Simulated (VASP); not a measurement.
SiNi3, 4 atoms in the cell. Symmetry: Pm-3m, No. 221, cubic system. Conventional cell: a = 3.542 Å, b = 3.542 Å, c = 3.542 Å, α = 90.00°, β = 90.00°, γ = 90.00°. Within 3.3 Å of Ni (site symmetry 4/mmm) lie 8 Ni at 2.50 Å and 4 Si at 2.50 Å. Within 3.3 Å of Si (site symmetry m-3m) lie 12 Ni at 2.50 Å. 

| Property | Result |
| --- | --- |
| Program | VASP 6.6.1 |
| Task | single point |
| Functional | PBEsol |
| Potentials or basis | VASP PAW PBE potentials, release 64 (Ni, Si) |
| Cutoff | 520 eV |
| k mesh | 6 × 6 × 6 |
| Occupations | fermi-dirac, width 0.05 eV |
| Spin | collinear spin, ferromagnetic start |
| Starting moments | [0.733333, 0.733333, 0.733333, 0.0] μB |
| Fixed moment | 2.2 μB |
| Dipole correction | no |
| Further INCAR settings | ALGO = Normal; EDIFF = 1e-07; NBANDS = 29 |

Potentials or basis: VASP PAW PBE potentials, release 64 (Ni, Si).

Command:

```bash
$ cat potpaw_PBE.64/Ni/POTCAR potpaw_PBE.64/Si/POTCAR > POTCAR
$ mpirun -np 1 vasp_std > vasp.out
```

Hardware: 1 thread of Intel(R) Xeon(R) 6975P-C (Granite Rapids), on a shared host.

**Question.** Estimate the wall time of this run.

**Answer.** Run time: 29 s on 1 thread of Intel(R) Xeon(R) 6975P-C (Granite Rapids), on a shared host, peak memory 0.19 GiB. Counts: scf iterations 17, k points 20.
